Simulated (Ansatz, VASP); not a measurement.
**Al in VASP and in Ansatz**

INCAR

```
ALGO = Fast ; EDIFF = 1E-6
ENCUT = 520 ; GGA = PE
ISIF = 2 ; ISMEAR = 0
LASPH = T ; LCHARG = F
LREAL = F ; LWAVE = F
NBANDS = 8 ; NELM = 60
PREC = Accurate ; SIGMA = 0.15
```

File KPOINTS:

```
k-points
0
Gamma
  20 20 20
```

POSCAR

```
Al
1.0
    0.0000000000      2.0745795000      1.9733805000
    2.0745795000      0.0000000000      1.9733805000
    2.0745795000      2.0745795000      0.0000000000
Al
1
Direct
    0.0000000000      0.0000000000      0.0000000000
```

Input for Ansatz:

```yaml
crystal:
  lattice:
    - [0.0, 2.0745795, 1.9733805]
    - [2.0745795, 0.0, 1.9733805]
    - [2.0745795, 2.0745795, 0.0]
  atoms:
    - { symbol: Al, position: [0.0, 0.0, 0.0] }
basis:
  ecutwfc: 420
kpoints:
  mp_grid: { grid: [20, 20, 20] }
hamiltonian:
  xc: pbe
scf:
  occupations: { method: gaussian, width: 0.15 }
output:
  forces: true
  stress: true
  eigenvalues: true
```

Change from the starting cell: strain +0.025 along x and y, -0.025 along z, atoms carried along.

Alike in both runs: task single point; functional PBE; k mesh 20 × 20 × 20; occupations gaussian, width 0.15 eV; no spin polarisation.

```csv
,VASP,Ansatz
version,VASP 6.6.1,Ansatz 0.2.0
potentials or method,"VASP PAW PBE potentials, release 64 (Al), cutoff 520 eV","scalar-relativistic, plane waves, PAW"
valence electrons in the cell,3,3
```

|  | VASP | Ansatz | Ansatz less VASP |
| --- | --- | --- | --- |
| gap on the k mesh at the Fermi level (eV) | none | none | - |
| pressure (GPa) | -2.0 | -2.0 | +0.04 |
| traceless stress, the component that is largest in VASP (GPa) | 1.51 | 1.52 | +0.006 |

A gap of «none» marks a metal or a gap that the smearing closes.
